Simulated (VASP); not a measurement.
Here is a VASP 6.6.1 calculation.

INCAR

```
  ALGO = Normal
  EDIFF = 1E-6
  ENCUT = 520
  GGA = PE
  ISIF = 2
  ISMEAR = -1
  ISPIN = 2
  LASPH = T
  LCHARG = F
  LORBIT = 11
  LREAL = F
  LWAVE = F
  MAGMOM = 0.2 0.2
  NBANDS = 17
  NELM = 150
  PREC = Accurate
  SIGMA = 0.1
```

The input KPOINTS:

```
Automatic mesh
0
Gamma
  6 6 6
  0.5 0 0.5
```

The input POSCAR:

```
O
1.0
    0.0010720000      2.4879860000      2.3781350000
    2.3968160000     -0.0104270000      2.3896340000
    2.3991090000      2.5017780000     -0.0127200000
O
2
Direct
    0.2569700000      0.2255670000      0.3241900000
    0.6893820000      0.7550700000      0.7699600000
```

Potentials or basis: VASP PAW PBE potentials, release 64 (O).

Command:

```bash
$ cat potpaw_PBE.64/O/POTCAR > POTCAR
$ mpirun -np 1 vasp_std > vasp.out
```

(1) Predict the band gap on the k mesh.

(2) Predict the pressure.

(3) Predict the net moment.

## Answers

(1) zero (filled and empty bands overlap).

(2) -23.1 GPa.

(3) 0.00 μB per cell.

Caveat: the k points lie up to 0.37 Å⁻¹ apart.
